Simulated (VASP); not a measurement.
InP, 2 atoms in the cell. Symmetry: I-4m2, No. 119, tetragonal system. The conventional cell has a = 4.303 Å, b = 4.303 Å, c = 5.706 Å, α = 90.00°, β = 90.00°, γ = 90.00°. In (site symmetry -4m2) has 4 P at 2.58 Å within 3.4 Å. P (site symmetry -4m2) has 4 In at 2.58 Å within 3.4 Å.  This cell differs from its parent crystal: epitaxial xy strain +3.0%.

* Program: VASP 6.6.1
* Task: single point
* Functional: PBE
* Potentials or basis: VASP PAW PBE potentials, release 64 (In_d, P)
* Cutoff: 520 eV
* k mesh: 8 × 8 × 8
* Occupations: fermi-dirac, width 0.02 eV
* Spin: no spin polarisation
* Dipole correction: no
* Further INCAR settings: ALGO = Normal; EDIFF = 1e-07; NBANDS = 16

Potentials or basis: VASP PAW PBE potentials, release 64 (In_d, P).

Command:

```bash
$ cat potpaw_PBE.64/In_d/POTCAR potpaw_PBE.64/P/POTCAR > POTCAR
$ mpirun -np 1 vasp_std > vasp.out
```

Hardware: 1 thread of Intel(R) Xeon(R) 6975P-C (Granite Rapids), with other jobs on the host.

How long does it take, and how much memory?

Run time: 16 s on 1 thread of Intel(R) Xeon(R) 6975P-C (Granite Rapids), with other jobs on the host, peak memory 0.2 GiB. Counts: scf iterations 15, k points 59.
